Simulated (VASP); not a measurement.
Here is a VASP 6.6.1 calculation.

Contents of INCAR:

```
SYSTEM = TaV
PREC = Accurate
ENCUT = 600
EDIFF = 1E-7
ISMEAR = -1
SIGMA = 0.05
LREAL = .False.
LASPH = .True.
NELM = 150
ALGO = Normal
ISIF = 3
LWAVE = .False.
LCHARG = .False.
ISPIN = 2
MAGMOM = 0 2
LORBIT = 11
LMAXMIX = 4
IBRION = 2
NSW = 80
EDIFFG = -0.005
```

KPOINTS

```
regular mesh
0
Gamma
  7 7 5
  0 0 0
```

POSCAR

```
TaV
1.0
    1.6067000000     -2.3077750000      0.0000000000
    1.6067000000      2.3077750000      0.0000000000
    0.0000000000      0.0000000000      4.3413610000
Ta V
1 1
Direct
    0.0000000000      0.0000000000      0.0000000000
    0.5000000000      0.5000000000      0.5000000000
```

Potentials or basis: VASP PAW LDA potentials, release 64 (Ta_pv, V_sv).

Launch:

```sh
$ cat potpaw_LDA.64/Ta_pv/POTCAR potpaw_LDA.64/V_sv/POTCAR > POTCAR
$ mpirun -np 1 vasp_std > vasp.out
```

(1) Predict the band gap on the k mesh.

(2) What does it give for the relaxed cell?

(3) Estimate the net moment.

(4) Estimate the space group after relaxing (to 0.05 Å).

Answers

(1) zero (filled and empty bands overlap).

(2) a = 2.754 Å, b = 2.754 Å, c = 4.246 Å, α = 90.00°, β = 90.00°, γ = 110.68°.

(3) 0.00 μB per cell.

(4) Cmmm (No. 65).

Caveat: spin-orbit coupling is left out, which moves the levels of the heavy elements.
